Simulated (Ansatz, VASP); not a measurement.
## Two plane-wave programs on Si5P

```
Si P
1.0
     4.79034    0.00000    0.00000
     0.00000    4.59144    0.00000
    -2.22192    0.00000    5.04807
Si P
5 1
Cartesian
  -0.3283 2.2957 5.0399
  -1.2342 2.2957 2.8867
  0.6625 0.0000 5.0252
  3.8206 0.0000 2.1649
  1.1536 2.2957 2.2255
  1.4090 0.0000 2.8502
```

Change from the starting cell: the structure that the rattled cell fell into.

Alike in both runs: functional PBE; k mesh 4 × 4 × 4; occupations gaussian, width 0.1 eV; no spin polarisation.

Ansatz relaxed the structure, and its values are those at the end. VASP's run is a single point on that final structure, the one shown.

|  | VASP | Ansatz |
| --- | --- | --- |
| version | VASP 6.6.1 | Ansatz 0.2.0 |
| potentials or method | VASP PAW PBE potentials, release 64 (Si, P), cutoff 520 eV | scalar-relativistic, plane waves, PAW |
| valence electrons in the cell | 25 | 25 |

VASP gave:

```
gap on the k mesh at the Fermi level (eV) : none
pressure (GPa)                            : -0.1
rms of the force components (eV/Å)        : 0.011
```

Which values does Ansatz return?

gap on the k mesh at the Fermi level (eV): none; pressure (GPa): 0.0; rms of the force components (eV/Å): 0.012.

A gap of «none» marks a metal or a gap that the smearing closes. The functional is the same, so the differences come from potentials, cutoffs and numerics.
